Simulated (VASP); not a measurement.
# CaMo3Pd: single point with PBE

Crystal: CaMo3Pd.

```
Ca Pd Mo
1.0
     0.00000    4.32118    0.00000
     4.32118    0.00000    0.00000
     2.16059    2.16059   -5.06543
Ca Pd Mo
1 1 3
Cartesian
  0.0000 0.0000 0.0000
  4.3212 4.3212 -3.6268
  2.1606 4.3212 -2.5834
  4.3212 2.1606 -2.5834
  2.1606 2.1606 -0.9219
```

```
Program             : VASP 6.6.1
Task                : single point
Functional          : PBE
Potentials or basis : VASP PAW PBE potentials, release 64 (Ca_sv, Pd, Mo_sv)
Cutoff              : 520 eV
k mesh              : 9 × 9 × 9
Occupations         : fermi-dirac, width 0.1 eV
Spin                : no spin polarisation
```

```
Pressure               : 12.1 GPa
Largest force          : 5.113 eV/Å
Band gap on the k mesh : zero (bands 31 and 32 overlap by 0.38 eV)
```

Forces on the atoms (eV/Å):
```
Ca   0.000  0.000  0.062
Pd   0.000  0.000 -1.603
Mo   0.000  0.000  3.327
Mo   0.000  0.000  3.327
Mo   0.000  0.000 -5.113
```

Stress tensor (GPa, compression positive):
```
11.50  0.00  0.00
 0.00 11.50  0.00
 0.00  0.00 13.36
```

Levels at points of the mesh, in eV from the Fermi level:
```tsv
k point	band 28	band 29	band 30	band 31	band 32	band 33	band 34	band 35
(0.00, 0.00, 0.00)	-1.49	-0.96	-0.74	-0.74	0.41	0.69	0.74	0.74
```

It took 5.3 min on 1 thread of Intel Xeon 8259CL, with other jobs on the host, peak memory 0.4 GiB.

Caveat: the cell stands under pressure; forces of over 1 eV/Å act on the atoms, so gaps and moduli don't describe the material at rest.
